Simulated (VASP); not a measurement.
In14P13 (a cell with a defect): single point with PBE

The system is In14P13 (a cell with a defect).

```
In P
1.0
     0.00000    8.93968   -8.93968
     8.93968    8.93968    0.00000
     8.93968    0.00000   -8.93968
In P
28 26
Cartesian
  5.8619 9.0376 -8.8418
  8.9399 11.9347 -8.9395
  11.9045 14.8993 -8.9395
  5.9596 5.9596 -5.9447
  8.9399 8.9399 -5.9447
  2.9799 2.9799 -5.9598
  5.9596 11.9347 -11.9197
  8.9397 14.8994 -11.9196
  2.9648 8.9399 -11.9197
  2.9799 8.9498 -5.9598
  5.9496 11.9196 -5.9598
  0.0002 5.9596 -5.9749
  2.9950 5.9596 -2.9801
  5.9597 8.9397 -2.9799
  0.0002 2.9648 -2.9801
  2.9799 11.9196 -8.9295
  5.9597 14.8994 -8.9396
  0.0000 8.9397 -8.9396
  9.0376 9.0376 -12.0175
  11.9196 11.9196 -11.9297
  5.8619 5.8619 -12.0175
  9.0376 5.8619 -8.8418
  11.9347 8.9399 -8.9395
  5.9596 2.9648 -8.9395
  8.9498 11.9196 -14.8995
  11.9196 14.8893 -14.8995
  5.9596 8.9399 -14.9146
  7.4497 7.4497 -10.4296
  10.4624 10.4624 -10.4129
  13.3768 13.3768 -10.4129
  7.4330 4.4371 -7.4170
  10.4624 7.4665 -7.4170
  13.4076 10.4316 -7.4478
  7.4330 10.4624 -13.4423
  10.4294 13.4097 -13.4093
  13.3768 16.4062 -13.4423
  4.4371 7.4330 -7.4170
  7.4665 10.4624 -7.4170
  10.4316 13.4076 -7.4478
  4.4679 4.4679 -4.4718
  7.4497 7.4497 -4.4669
  10.4316 10.4316 -4.4718
  4.4371 10.4624 -10.4464
  7.4497 13.4125 -10.4296
  10.4267 16.3894 -10.4296
  10.4624 7.4330 -13.4423
  13.4097 10.4294 -13.4093
  16.4062 13.3768 -13.4423
  10.4624 4.4371 -10.4464
  13.4125 7.4497 -10.4296
  16.3894 10.4267 -10.4296
  10.4294 10.4294 -16.3896
  13.4097 13.4097 -16.3896
  16.3894 16.3894 -16.3924
```

* Program: VASP 6.6.1
* Task: single point
* Functional: PBE
* Potentials or basis: VASP PAW PBE potentials, release 64 (In_d, P)
* Cutoff: 520 eV
* k mesh: 1 × 1 × 1
* Occupations: gaussian, width 0.02 eV
* Spin: no spin polarisation
* Dipole correction: no
* Charge: -2
* Further INCAR settings: LREAL = Auto; ALGO = Normal; EDIFF = 1e-07; NBANDS = 280; NELECT = 496.0

```yaml
Largest_force: 0.050 eV/Å
```

Forces in eV/Å, atoms in the order of the input:
```
In  -0.029  0.029  0.029
In  -0.003  0.005 -0.003
In  -0.005  0.003 -0.003
In   0.003  0.003  0.005
In  -0.003 -0.003  0.005
In   0.000  0.000  0.000
In   0.003  0.005  0.003
In  -0.005  0.005  0.005
In  -0.005 -0.003  0.003
In   0.000 -0.002  0.000
In   0.002  0.000  0.000
In  -0.003  0.003 -0.005
In   0.005  0.003  0.003
In   0.005 -0.005  0.005
In  -0.003 -0.005  0.003
In   0.000  0.000 -0.002
In   0.005  0.005 -0.005
In  -0.005 -0.005 -0.005
In   0.029  0.029 -0.029
In   0.000  0.000  0.002
In  -0.029 -0.029 -0.029
In   0.029 -0.029  0.029
In   0.005 -0.003 -0.003
In   0.003 -0.005 -0.003
In  -0.002  0.000  0.000
In   0.000  0.002  0.000
In   0.003 -0.003 -0.005
In   0.000  0.000  0.000
P   -0.006 -0.006  0.000
P    0.006  0.006  0.000
P    0.000  0.006 -0.006
P   -0.006  0.000 -0.006
P    0.000  0.000  0.000
P    0.000 -0.006  0.006
P    0.005 -0.005 -0.005
P    0.006  0.000  0.006
P    0.006  0.000 -0.006
P    0.000 -0.006 -0.006
P    0.000  0.000  0.000
P    0.000  0.000  0.000
P    0.000  0.000  0.005
P    0.000  0.000  0.000
P    0.006 -0.006  0.000
P    0.000  0.005  0.000
P   -0.005  0.000  0.000
P   -0.006  0.000  0.006
P   -0.005  0.005 -0.005
P    0.000  0.006  0.006
P   -0.006  0.006  0.000
P    0.005  0.000  0.000
P    0.000 -0.005  0.000
P    0.005  0.005  0.005
P   -0.005 -0.005  0.005
P    0.000  0.000 -0.005
```

Levels at points of the mesh, in eV from the Fermi level:
```tsv
k point	band 246	band 247	band 248	band 249	band 250	band 251	band 252	band 253
(0.00, 0.00, 0.00)	-0.26	-0.01	-0.01	-0.01	0.69	0.69	0.69	0.71
```

It took 11 min on 1 thread of Intel(R) Xeon(R) 6975P-C (Granite Rapids), on a shared host, peak memory 1.6 GiB.

Caveat: the k points lie up to 0.61 Å⁻¹ apart; the cell carries a net charge on a neutralising background, which shifts energy and pressure; the cell is charged against a uniform background, so pressure and absolute levels hang on convention; spin-orbit coupling is left out, which moves the levels of the heavy elements.
